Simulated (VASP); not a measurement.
Wanted: the native input for a VASP 6.6.1 run.

```
Task                   : single point
Functional             : PBE
Potentials or basis    : VASP PAW PBE potentials, release 64 (Na_pv, Cl)
Cutoff                 : 500 eV
k mesh                 : 7 × 7 × 7
Occupations            : fermi-dirac, width 0.02 eV
Spin                   : no spin polarisation
Dipole correction      : no
Further INCAR settings : ALGO = Normal; EDIFF = 1e-06; NBANDS = 14
```

The structure of NaCl lies in POSCAR:

```
NaCl
1.0
    0.0000000000      2.8485253079      2.8485253079
    2.8485253079      0.0000000000      2.8485253079
    2.8485253079      2.8485253079      0.0000000000
Na Cl
1 1
Direct
    0.0000000000      0.0000000000      0.0000000000
    0.5000000000      0.5000000000      0.5000000000
```

One way to write it, as run:

INCAR

```
SYSTEM = NaCl
PREC     = Accurate       ! precision mode
ENCUT    = 500            ! plane-wave cutoff, eV
EDIFF    = 1E-6           ! SCF threshold, eV
ISMEAR   = -1             ! smearing method
SIGMA    = 0.02           ! smearing width, eV
LREAL    = .FALSE.        ! projectors in reciprocal space
LASPH    = .TRUE.         ! aspherical terms in the spheres
NELM     = 120            ! most SCF steps
ALGO     = Normal         ! electronic algorithm
ISIF     = 2              ! what is computed and relaxed
LWAVE    = .FALSE.        ! write WAVECAR
LCHARG   = .FALSE.        ! write CHGCAR
GGA      = PE             ! functional
NBANDS   = 14             ! bands
GGA_COMPAT= .FALSE.
```

KPOINTS

```
Automatic mesh
0
G
  7 7 7
  0 0 0
```

Potentials or basis: VASP PAW PBE potentials, release 64 (Na_pv, Cl).

Run with:

```bash
$ cat potpaw_PBE.64/Na_pv/POTCAR potpaw_PBE.64/Cl/POTCAR > POTCAR
$ mpirun -np 1 vasp_std > vasp.out
```

It gave:

```json
{
  "Pressure": "-0.1 GPa",
  "Band gap on the k mesh": "4.99 eV, direct"
}
```

Run time: 22 s on 1 thread of Intel Xeon 8259CL (shared host), peak memory 0.16 GiB.
